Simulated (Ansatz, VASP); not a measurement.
## C: VASP beside Ansatz

```
C
1.0
    -0.00592    1.81533    1.81533
     1.81533   -0.00592    1.81533
     1.81533    1.81533   -0.00592
C
2
Direct
  0.99999 0.99999 0.99999
  0.25001 0.25001 0.25001
```

Change from the starting cell: strained cell.

Alike in both runs: functional PBEsol; k mesh 9 × 9 × 9; occupations gaussian, width 0.02 eV; no spin polarisation.

Ansatz relaxed the structure, and its values are those at the end. VASP's run is a single point on that final structure, the one shown.

|  | VASP | Ansatz |
| --- | --- | --- |
| version | VASP 6.6.1 | Ansatz 0.2.0 |
| potentials or method | VASP PAW PBE potentials, release 64 (C), cutoff 600 eV | scalar-relativistic, plane waves, PAW |
| valence electrons in the cell | 8 | 8 |

```csv
,VASP,Ansatz,Ansatz less VASP
gap on the k mesh at the Fermi level (eV),3.90,3.91,+0.007
least direct gap on the mesh (eV),5.33,5.33,+0.001
pressure (GPa),-27.1,-27.4,-0.26
```

VASP's potentials were made for PBE, not for PBEsol, and Ansatz warns of the same on its side. The functional is the same, so the differences come from potentials, cutoffs and numerics. Ansatz's warnings: stress scf threshold loose.
